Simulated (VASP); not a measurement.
Here is a VASP 6.6.1 calculation.

File INCAR:

```
  ALGO = Normal
  EDIFF = 1E-6
  ENCUT = 600
  GGA = PE
  GGA_COMPAT = False
  ISIF = 2
  ISMEAR = 1
  LASPH = True
  LCHARG = False
  LREAL = False
  LWAVE = False
  NBANDS = 16
  NELM = 120
  PREC = Accurate
  SIGMA = 0.01
```

The input KPOINTS:

```
k-points
0
Gamma
  15 15 8
```

File POSCAR:

```
Co
1.0
    2.4583936733      0.0000000000      0.0000000000
   -1.2291968366      2.1290313736      0.0000000000
    0.0000000000      0.0000000000      3.9606917934
Co
2
Direct
    0.3333333333      0.6666666667      0.2500000000
    0.6666666667      0.3333333333      0.7500000000
```

Potentials or basis: VASP PAW PBE potentials, release 64 (Co).

Launch:

```console
$ cat potpaw_PBE.64/Co/POTCAR > POTCAR
$ mpirun -np 1 vasp_std > vasp.out
```

(1) Estimate the pressure.

(2) Estimate the band gap on the k mesh.

Results:

(1) -2.0 GPa.

(2) zero (band 9 reaches 11.21 eV, above the bottom of band 10 at 9.66 eV).

Caveat: the run has no spin polarisation, though such a crystal can be magnetic.
